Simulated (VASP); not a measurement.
# Ir2Ru in VASP: a series of runs

The runs below take Ir2Ru through single point, with PBE.

All numbers are computed with VASP 6.6.1; they aren't measurements. Logs are shortened: lines on timing, memory, paths and dates and some standing lists are left out, and cuts for length are marked.

### Step 1. The cell of the first run

The structure is hexagonal, space group P6_3/mmc (No. 194). The conventional cell has a = 2.742 Å, b = 2.742 Å, c = 13.158 Å, α = 90.00°, β = 90.00°, γ = 120.00°. Within 3.5 Å of Ru (site symmetry -6m2) lie 6 Ir at 2.68 Å and 6 Ru at 2.74 Å. Within 3.5 Å of Ir (site symmetry 3m) lie 3 Ru at 2.68 Å and 9 Ir at 2.74 to 2.76 Å.

### Step 2. Single point, PBE

Input file INCAR:

```
SYSTEM = Ir2Ru
PREC = Accurate
ENCUT = 520
EDIFF = 1E-6
ISMEAR = 0
SIGMA = 0.2
LREAL = .False.
LASPH = .True.
NELM = 80
ALGO = Fast
ISIF = 2
LWAVE = .False.
LCHARG = .False.
GGA = PE
NBANDS = 76
```

Input file KPOINTS:

```
regular mesh
0
Gamma
  8 6 2
  0 0 0
```

Input file POSCAR:

```
Ir2Ru
1.0
    1.3708838651     -2.3744405056      0.0000000000
   -4.1126515952     -2.3744405056      0.0000000000
    0.0000000000      0.0000000000    -13.1582883808
Ru Ir
4 8
Direct
    0.5000000000      0.8333333333      0.7500000000
    0.0000000000      0.3333333333      0.7500000000
    0.0000000000      0.6666666667      0.2500000000
    0.5000000000      0.1666666667      0.2500000000
    0.5000000000      0.8333333333      0.0858944930
    0.0000000000      0.3333333333      0.0858944930
    0.5000000000      0.8333333333      0.4141055070
    0.0000000000      0.3333333333      0.4141055070
    0.0000000000      0.6666666667      0.9141055070
    0.5000000000      0.1666666667      0.9141055070
    0.0000000000      0.6666666667      0.5858944930
    0.5000000000      0.1666666667      0.5858944930
```

Potentials or basis: VASP PAW PBE potentials, release 64 (Ru_pv, Ir).

Command:

```console
$ cat potpaw_PBE.64/Ru_pv/POTCAR potpaw_PBE.64/Ir/POTCAR > POTCAR
$ mpirun -np 1 vasp_std > vasp.out
```

OUTCAR:

```text
SYSTEM = Ir2Ru
   PREC = Accurate
   ENCUT = 520
   EDIFF = 1E-6
   ISMEAR = 0
   LREAL = .False.
   LASPH = .True.
   NELM = 80
   ISIF = 2
   GGA = PE

 ion  position               nearest neighbor table
   1  0.500  0.833  0.750-   9 2.68  11 2.68   9 2.68  11 2.68  10 2.68  12 2.68   2 2.74   2 2.74
                             2 2.74   2 2.74
   2  0.000  0.333  0.750-  10 2.68  12 2.68  10 2.68  12 2.68  11 2.68   9 2.68   1 2.74   1 2.74
                             1 2.74   1 2.74
   3  0.000  0.667  0.250-   5 2.68   7 2.68   5 2.68   7 2.68   6 2.68   8 2.68   4 2.74   4 2.74
                             4 2.74   4 2.74
   4  0.500  0.167  0.250-   6 2.68   8 2.68   6 2.68   8 2.68   7 2.68   5 2.68   3 2.74   3 2.74
                             3 2.74   3 2.74
   5  0.500  0.833  0.086-   3 2.68   3 2.68   4 2.68   6 2.74   6 2.74   6 2.74   6 2.74   9 2.76
                             9 2.76  10 2.76
   6  0.000  0.333  0.086-   4 2.68   4 2.68   3 2.68   5 2.74   5 2.74   5 2.74   5 2.74  10 2.76
                            10 2.76   9 2.76
   7  0.500  0.833  0.414-   3 2.68   3 2.68   4 2.68   8 2.74   8 2.74   8 2.74   8 2.74  11 2.76
                            11 2.76  12 2.76
   8  0.000  0.333  0.414-   4 2.68   4 2.68   3 2.68   7 2.74   7 2.74   7 2.74   7 2.74  12 2.76
                            12 2.76  11 2.76
   9  0.000  0.667  0.914-   1 2.68   1 2.68   2 2.68  10 2.74  10 2.74  10 2.74  10 2.74   5 2.76
                             5 2.76   6 2.76
  10  0.500  0.167  0.914-   2 2.68   2 2.68   1 2.68   9 2.74   9 2.74   9 2.74   9 2.74   6 2.76
                             6 2.76   5 2.76
  11  0.000  0.667  0.586-   1 2.68   1 2.68   2 2.68  12 2.74  12 2.74  12 2.74  12 2.74   7 2.76
                             7 2.76   8 2.76
  12  0.500  0.167  0.586-   2 2.68   2 2.68   1 2.68  11 2.74  11 2.74  11 2.74  11 2.74   8 2.76
                             8 2.76   7 2.76

  LATTYP: Found a simple orthorhombic cell.
 ALAT       =     2.7417677302
 B/A-ratio  =     1.7320508075
 C/A-ratio  =     4.7991987928

  Lattice vectors:

 A1 = (   1.3708838651,  -2.3744405056,   0.0000000000)
 A2 = (  -4.1126515952,  -2.3744405056,   0.0000000000)
 A3 = (   0.0000000000,   0.0000000000, -13.1582883808)

Analysis of symmetry for initial positions (statically):
=====================================================================
 Subroutine PRICEL returns following result:

  LATTYP: Found a hexagonal cell.
 ALAT       =     2.7417677302
 C/A-ratio  =     4.7991987928

  Lattice vectors:

 A1 = (  -1.3708838651,   2.3744405056,   0.0000000000)
 A2 = (   2.7417677301,   0.0000000000,   0.0000000000)
 A3 = (   0.0000000000,   0.0000000000, -13.1582883808)

   2 primitive cells build up your supercell.

 Routine SETGRP: Setting up the symmetry group for a
 simple orthorhombic supercell.

 Subroutine GETGRP returns: Found  8 space group operations
 (whereof  4 operations were pure point group operations)
 out of a pool of  8 trial point group operations.

The static configuration has the point symmetry C_2h.
 The point group associated with its full space group is D_2h.

Analysis of symmetry for dynamics (positions and initial velocities):
=====================================================================
 Subroutine PRICEL returns following result:

  LATTYP: Found a hexagonal cell.
 ALAT       =     2.7417677302
 C/A-ratio  =     4.7991987928

  Lattice vectors:

 A1 = (  -1.3708838651,   2.3744405056,   0.0000000000)
 A2 = (   2.7417677301,   0.0000000000,   0.0000000000)
 A3 = (   0.0000000000,   0.0000000000, -13.1582883808)

   2 primitive cells build up your supercell.

 Routine SETGRP: Setting up the symmetry group for a
 simple orthorhombic supercell.

 Subroutine GETGRP returns: Found  8 space group operations
 (whereof  4 operations were pure point group operations)
 out of a pool of  8 trial point group operations.

The dynamic configuration has the point symmetry C_2h.
 The point group associated with its full space group is D_2h.

 Subroutine INISYM returns: Found  8 space group operations
 (whereof  4 operations are pure point group operations),
 and found     2 'primitive' translations

----------------------------------------------------------------------------------------

                                     Primitive cell

  volume of cell :      85.6626

  direct lattice vectors                    reciprocal lattice vectors
    -1.370883865  2.374440506  0.000000000     0.000000000  0.421151845  0.000000000
     2.741767730  0.000000000  0.000000000     0.364728197  0.210575923  0.000000000
     0.000000000  0.000000000-13.158288381     0.000000000  0.000000000 -0.075997726

  length of vectors
     2.741767730  2.741767730 13.158288381     0.421151845  0.421151845  0.075997726

  position of ions in fractional coordinates (direct lattice)
     0.666666667  0.333333333  0.750000000
     0.333333333  0.666666667  0.250000000
     0.666666667  0.333333333  0.085894493
     0.666666667  0.333333333  0.414105507
     0.333333333  0.666666667  0.914105507
     0.333333333  0.666666667  0.585894493

  ion indices of the primitive-cell ions
   primitive index   ion index
                 1           1
                 2           4
                 3           5
                 4           7
                 5          10
                 6          12

----------------------------------------------------------------------------------------

 KPOINTS: regular mesh

Automatic generation of k-mesh.
 Grid dimensions read from file:
 generate k-points for:    8    6    2

 Generating k-lattice:

  Cartesian coordinates                     Fractional coordinates (reciprocal lattice)
     0.022795512 -0.039482985  0.000000000     0.125000000  0.000000000  0.000000000
    -0.030394016 -0.017547994  0.000000000     0.000000000  0.166666667  0.000000000
     0.000000000  0.000000000 -0.037998863     0.000000000  0.000000000  0.500000000

  Length of vectors
     0.045591025  0.035095987  0.037998863

  Shift w.r.t. Gamma in fractional coordinates (k-lattice)
     0.000000000  0.000000000  0.000000000

 Subroutine IBZKPT returns following result:
 ===========================================

 Found     40 irreducible k-points:

 Following reciprocal coordinates:
            Coordinates               Weight
  0.000000  0.000000  0.000000      1.000000
  0.125000  0.000000  0.000000      2.000000
  0.250000  0.000000  0.000000      2.000000
  0.375000  0.000000  0.000000      2.000000
  0.500000  0.000000  0.000000      1.000000
  0.000000  0.166667  0.000000      2.000000
[... 16 lines left out ...]
  0.250000  0.000000  0.500000      2.000000
  0.375000  0.000000  0.500000      2.000000
 [... further k-points ...]
   k-points           NKPTS =     40   k-points in BZ     NKDIM =     40   number of bands    NBANDS=     76
   number of dos      NEDOS =    301   number of ions     NIONS =     12
   total plane-waves  NPLWV =  70560
   dimension x,y,z NGX =    20 NGY =   36 NGZ =   98
   dimension x,y,z NGXF=    40 NGYF=   72 NGZF=  196
   ions per type =               4   8
   NGX,Y,Z   is equivalent  to a cutoff of  12.13, 12.60, 12.38 a.u.
   NGXF,Y,Z  is equivalent  to a cutoff of  24.25, 25.21, 24.76 a.u.
 SYSTEM =  Ir2Ru
   PREC   = accura    normal or accurate (medium, high low for compatibility)
   ISTART =      0    job   : 0-new  1-cont  2-samecut
   ICHARG =      2    charge: 1-file 2-atom 10-const
   ISPIN  =      1    spin polarized calculation?
   LNONCOLLINEAR =      F non collinear calculations
   LSORBIT =      F    spin-orbit coupling
   LASPH  =      T    aspherical Exc in radial PAW
   ENCUT  =  520.0 eV  38.22 Ry    6.18 a.u.   5.10  8.83 24.47*2*pi/ulx,y,z
   NELM   =     80;   NELMIN=  2; NELMDL= -5     # of ELM steps
   EDIFF  = 0.1E-05   stopping-criterion for ELM
   LREAL  =      F    real-space projection
   EDIFFG = 0.1E-04   stopping-criterion for IOM
   NSW    =      0    number of steps for IOM
   IBRION =     -1    ionic relax: 0-MD 1-quasi-New 2-CG
   NFREE  =      0    steps in history (QN), initial steepest desc. (CG)
   ISIF   =      2    stress and relaxation
   ISYM   =      2    0-nonsym 1-usesym 2-fastsym
   POTIM  = 0.5000    time-step for ionic-motion
   TEBEG  =    0.0;   TEEND  =   0.0 temperature during run
   PSTRESS=    0.0 pullay stress
   NELECT =     128.0000    total number of electrons
   NUPDOWN=      -1.0000    fix difference up-down
   EMIN   =  10.00;   EMAX   =-10.00  energy-range for DOS
   EFERMI =   0.00;   METHOD = LEGACY
   ISMEAR =     0;   SIGMA  =   0.20  broadening in eV -4-tet -1-fermi 0-gaus
   EFERMI_NEDOS =   21; number of points for ismear=-14 and -15
   IALGO  =     68    algorithm
   IMIX   =      4    mixing-type and parameters
     AMIX     =   0.40;   BMIX     =  1.00
     AMIX_MAG =   1.60;   BMIX_MAG =  1.00
  volume/ion in A,a.u.               =      14.28        96.35
  Fermi-wavevector in a.u.,A,eV,Ry     =   1.485494  2.807177 30.023892  2.206694
  Thomas-Fermi vector in A             =   2.598899
   LORBIT       =      0    0 simple, 1 ext, 2 COOP (PROOUT), +10 PAW based schemes
   GGA     = PE    functional components
   LHFCALC =     F    Hartree Fock is set to
   AEXX    =    0.0000 exact exchange contribution
   IVDW    =     0    specifies the selected vdW correction
   LEPSILON=     F    determine dielectric tensor
   LRPA    =     F    only Hartree local field effects (RPA)
 non-spin polarized calculation
 RMM-DIIS sequential band-by-band and
 Gauss-broadening in eV      SIGMA  =   0.20
  energy-cutoff  :      520.00
  volume of cell :      171.33
 maximum number of plane-waves:      4646
   NGX = 11   NGY = 17   NGZ = 49

 number of electron     128.0000011 magnetization

 Free energy of the ion-electron system (eV)
  ---------------------------------------------------
  ext. energy  EPLUGINS =         0.00000000
  ---------------------------------------------------
  free energy    TOTEN  =      -107.90471022 eV

  energy without entropy =     -107.61755588  energy(sigma->0) =     -107.76113305

 E-fermi :  10.9603     XC(G=0): -13.8935

 val. band max:       10.9591228819   @ k =   0.5000   0.0000   0.0000
 cond. band min:      10.9609387898   @ k =   0.3750   0.3333   0.0000
 fundamental gap:      0.0018159079
 Fermi energy:        10.9603221226

 k-point     1 :       0.0000    0.0000    0.0000
  band No.  band energies     occupation
      1     -32.6030      2.00000
      2     -32.6029      2.00000
      3     -32.4564      2.00000
      4     -32.4561      2.00000
      5     -32.3642      2.00000
      6     -32.3642      2.00000
[... 68 lines left out ...]
     75      12.1943      0.00000
     76      12.2932      0.00000

 k-point     2 :       0.1250    0.0000    0.0000
  band No.  band energies     occupation
      1     -32.5726      2.00000
      2     -32.5725      2.00000
      3     -32.4462      2.00000
      4     -32.4460      2.00000
      5     -32.3610      2.00000
      6     -32.3609      2.00000
[... 68 lines left out ...]
     75      12.0287      0.00000
     76      12.0728      0.00000

 k-point     3 :       0.2500    0.0000    0.0000
  band No.  band energies     occupation
      1     -32.4884      2.00000
      2     -32.4883      2.00000
      3     -32.4199      2.00000
      4     -32.4198      2.00000
      5     -32.3546      2.00000
      6     -32.3546      2.00000
[... 1648 lines left out ...]
     75      11.7461      0.00000
     76      11.7461      0.00000

 k-point    24 :       0.3750    0.0000    0.5000
  band No.  band energies     occupation
      1     -32.4690      2.00000
      2     -32.4690      2.00000
      3     -32.4114      2.00000
      4     -32.4114      2.00000
      5     -32.3886      2.00000
      6     -32.3886      2.00000
[... 68 lines left out ...]
     75      12.3430      0.00000
     76      12.3430      0.00000

 [... further k-points ...]

------------------------ aborting loop because EDIFF is reached ----------------------------------------

  FORCE on cell =-STRESS in cart. coord.  units (eV):
  Direction    XX          YY          ZZ          XY          YZ          ZX
  --------------------------------------------------------------------------------------
  -------------------------------------------------------------------------------------
  Total        1.3720919      0.7788732      0.0269914      0.5137425      0.0000000      0.0000000
  in kB       12.8313529      7.2837661      0.2524143      4.8043511      0.0000000      0.0000000
  external PRESSURE =       6.7891778 kB  Pullay stress =       0.0000000 kB

 VOLUME and BASIS-vectors are now :
 -----------------------------------------------------------------------------
  energy-cutoff  :      520.00
  volume of cell :      171.33
      direct lattice vectors                 reciprocal lattice vectors
     1.370883865 -2.374440506  0.000000000     0.182364098 -0.315863884  0.000000000
    -4.112651595 -2.374440506  0.000000000    -0.182364098 -0.105287961  0.000000000
     0.000000000  0.000000000-13.158288381     0.000000000  0.000000000 -0.075997726

 POSITION                                       TOTAL-FORCE (eV/Angst)
 -----------------------------------------------------------------------------------
     -2.74177     -3.16592     -9.86872         0.040867      0.023594     -0.000000
     -1.37088     -0.79148     -9.86872         0.040867      0.023594     -0.000000
     -2.74177     -1.58296     -3.28957        -0.040867     -0.023594     -0.000000
     -0.00000     -1.58296     -3.28957        -0.040867     -0.023594     -0.000000
     -2.74177     -3.16592     -1.13022         0.040953      0.023644     -0.014284
     -1.37088     -0.79148     -1.13022         0.040953      0.023644     -0.014284
     -2.74177     -3.16592     -5.44892         0.040953      0.023644      0.014284
     -1.37088     -0.79148     -5.44892         0.040953      0.023644      0.014284
     -2.74177     -1.58296    -12.02806        -0.040953     -0.023644      0.014284
     -0.00000     -1.58296    -12.02806        -0.040953     -0.023644      0.014284
     -2.74177     -1.58296     -7.70937        -0.040953     -0.023644     -0.014284
     -0.00000     -1.58296     -7.70937        -0.040953     -0.023644     -0.014284
 -----------------------------------------------------------------------------------
    total drift:                               -0.000000     -0.000000     -0.000000

  FREE ENERGIE OF THE ION-ELECTRON SYSTEM (eV)
  ---------------------------------------------------
  free  energy   TOTEN  =      -107.9047102163 eV

  energy  without entropy=     -107.6175558829  energy(sigma->0) =     -107.76113305
```

Run time: 13 min. Hardware: 1 thread of AMD EPYC 9R45 (Zen 5), shared host; peak memory 0.48 GiB.

What came out:

- Free energy: -107.9047 eV
- Pressure: 0.7 GPa
- Largest force: 0.049 eV/Å
- Band gap on the k mesh: zero (bands 64 and 65 overlap by 2.14 eV)

Forces in eV/Å, atoms in the order of the input:
```
Ru   0.041  0.024  0.000
Ru   0.041  0.024  0.000
Ru  -0.041 -0.024  0.000
Ru  -0.041 -0.024  0.000
Ir   0.041  0.024 -0.014
Ir   0.041  0.024 -0.014
Ir   0.041  0.024  0.014
Ir   0.041  0.024  0.014
Ir  -0.041 -0.024  0.014
Ir  -0.041 -0.024  0.014
Ir  -0.041 -0.024 -0.014
Ir  -0.041 -0.024 -0.014
```

Levels at points of the mesh, in eV from the Fermi level:
| k point | band 60 | band 61 | band 62 | band 63 | band 64 | band 65 | band 66 | band 67 | band 68 | band 69 |
| --- | --- | --- | --- | --- | --- | --- | --- | --- | --- | --- |
| (0.00, 0.00, 0.00) | -0.96 | -0.85 | -0.32 | -0.11 | 0.17 | 0.18 | 0.43 | 0.44 | 0.46 | 0.51 |
| (0.50, 0.00, 0.00) | -0.70 | 0.00 | 0.00 | 0.17 | 0.17 | 0.78 | 0.78 | 0.81 | 0.81 | 1.19 |
| (0.00, 0.50, 0.00) | -1.54 | -1.48 | -1.48 | -1.26 | -1.26 | -1.02 | -1.02 | -0.63 | -0.63 | -0.57 |
| (0.50, 0.50, 0.00) | 0.75 | 0.90 | 0.90 | 0.94 | 0.94 | 1.00 | 1.00 | 1.21 | 1.21 | 1.21 |
| (0.00, 0.00, 0.50) | -1.12 | -0.54 | -0.54 | -0.23 | -0.23 | -0.22 | -0.22 | 0.51 | 0.51 | 0.52 |
| (0.50, 0.00, 0.50) | -0.67 | 0.20 | 0.20 | 0.20 | 0.20 | 0.89 | 0.89 | 0.89 | 0.89 | 1.06 |
| (0.00, 0.50, 0.50) | -1.62 | -1.22 | -1.22 | -1.22 | -1.22 | -1.19 | -1.19 | -1.19 | -1.19 | -0.16 |
| (0.50, 0.50, 0.50) | 0.54 | 0.92 | 0.92 | 0.92 | 0.92 | 0.99 | 0.99 | 0.99 | 0.99 | 1.29 |

Caveat: spin-orbit coupling is left out, which moves the levels of the heavy elements.

### Step 3. Single point, PBE

Input file INCAR:

```
ALGO = Fast
EDIFF = 1E-6
ENCUT = 520
GGA = PE
ISIF = 2
ISMEAR = 0
LASPH = True
LCHARG = False
LREAL = False
LWAVE = False
NBANDS = 76
NELM = 60
PREC = Accurate
SIGMA = 0.2
```

Input file KPOINTS:

```
k-points
0
Gamma
  8 6 2
```

Input file POSCAR:

```
Ir2Ru
1.0
    1.3713115599     -2.3751167779      0.0000502572
   -4.1230806761     -2.3801635558     -0.0001502134
   -0.0008141860      0.0000000158    -13.1399414132
Ru Ir
4 8
Direct
    0.5000060342      0.8330743908      0.7499932355
    0.0000434426      0.3331049282      0.7499931215
   -0.0000190296      0.6669344998      0.2500124252
    0.4999926081      0.1669263904      0.2500038407
    0.5000395833      0.8319193668      0.0858700250
    0.0000276160      0.3319250023      0.0858541883
    0.5000255872      0.8319340918      0.4141439790
    0.0000376393      0.3319323032      0.4141344247
   -0.0000661420      0.6680781537      0.9141416418
    0.4999183007      0.1680543094      0.9141361709
   -0.0000174633      0.6680533857      0.5858562618
    0.5000118236      0.1680631777      0.5858606854
```

Potentials or basis: VASP PAW PBE potentials, release 64 (Ru_pv, Ir).

Command:

```console
$ cat potpaw_PBE.64/Ru_pv/POTCAR potpaw_PBE.64/Ir/POTCAR > POTCAR
$ mpirun -np 1 vasp_std > vasp.out
```

It took 21 min on 1 thread of Intel Xeon Platinum 8488C (Sapphire Rapids), shared host; peak memory 0.59 GiB.

The run converged. Its results:

- Free energy: -107.9084 eV
- Pressure: 0.2 GPa
- Largest force: 0.024 eV/Å
- Band gap on the k mesh: zero (bands 64 and 65 overlap by 2.12 eV)

Forces on the atoms (eV/Å):
```
Ru  -0.005 -0.002 -0.001
Ru  -0.005 -0.001 -0.001
Ru   0.006  0.003  0.002
Ru   0.005  0.002  0.001
Ir  -0.005 -0.001 -0.021
Ir  -0.005 -0.002 -0.024
Ir  -0.004 -0.002  0.023
Ir  -0.004 -0.002  0.021
Ir   0.005  0.002  0.023
Ir   0.004  0.000  0.022
Ir   0.003  0.001 -0.022
Ir   0.004  0.002 -0.022
```

Stress tensor (GPa, compression positive):
```
 0.24  0.06 -0.01
 0.06  0.19  0.00
-0.01  0.00  0.23
```

Levels at points of the mesh, in eV from the Fermi level:
```
           k point  band 62  band 63  band 64  band 65  band 66  band 67  band 68  band 69
(0.00, 0.00, 0.00)    -0.33    -0.08     0.16     0.18     0.43     0.45     0.45     0.48
(0.50, 0.00, 0.00)     0.02     0.18     0.18     0.78     0.78     0.79     0.79     1.19
(0.00, 0.50, 0.00)    -1.47    -1.25    -1.25    -1.02    -1.02    -0.63    -0.63    -0.57
(0.50, 0.50, 0.00)     0.88     0.93     0.93     0.98     0.98     1.21     1.21     1.22
(0.00, 0.00, 0.50)    -0.58    -0.23    -0.23    -0.22    -0.22     0.49     0.49     0.53
(0.50, 0.00, 0.50)     0.22     0.22     0.22     0.89     0.89     0.89     0.89     1.06
(0.00, 0.50, 0.50)    -1.22    -1.22    -1.22    -1.19    -1.19    -1.19    -1.19    -0.16
(0.50, 0.50, 0.50)     0.90     0.90     0.90     0.97     0.97     0.97     0.97     1.28
```

Caveat: spin-orbit coupling is left out, which moves the levels of the heavy elements.
